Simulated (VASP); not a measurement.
Crystal: GaSb.

```
Ga Sb
1.0
     0.00000    3.05900    3.05900
     3.05900    0.00000    3.05900
     3.05900    3.05900    0.00000
Ga Sb
1 1
Direct
  0.00000 0.00000 0.00000
  0.75000 0.75000 0.75000
```

Base run:

```yaml
Program: VASP 6.6.1
Functional: revPBE
Dispersion: D4
Potentials_or_basis: VASP PAW PBE potentials, release 64 (Ga_d, Sb)
Cutoff: 500 eV
k_mesh: 6 × 6 × 6
Occupations: gaussian, width 0.05 eV
Spin: no spin polarisation
```

Its results: band gap on the k mesh 0.11 eV, direct; pressure -0.6 GPa.

Problem. After a change of settings the same cell gave: band gap on the k mesh 0.03 eV, direct; pressure 0.4 GPa. Which change was it?
A. functional from revPBE to PBE; dispersion from D4 to D3(BJ)
B. functional from revPBE to r2SCAN; dispersion from D4 to none; cutoff from 500 eV to 520 eV
C. functional from revPBE to r2SCAN; cutoff from 500 eV to 520 eV; further incar settings from ALGO = Normal; EDIFF = 1e-06; NBANDS = 16 to ALGO = Normal; EDIFF = 1e-07; NBANDS = 16

Solution. A.

Caveats: spin-orbit coupling is left out, which moves the levels of the heavy elements; the PAW data sets were made with another functional, which shifts forces and pressure a little (some runs).
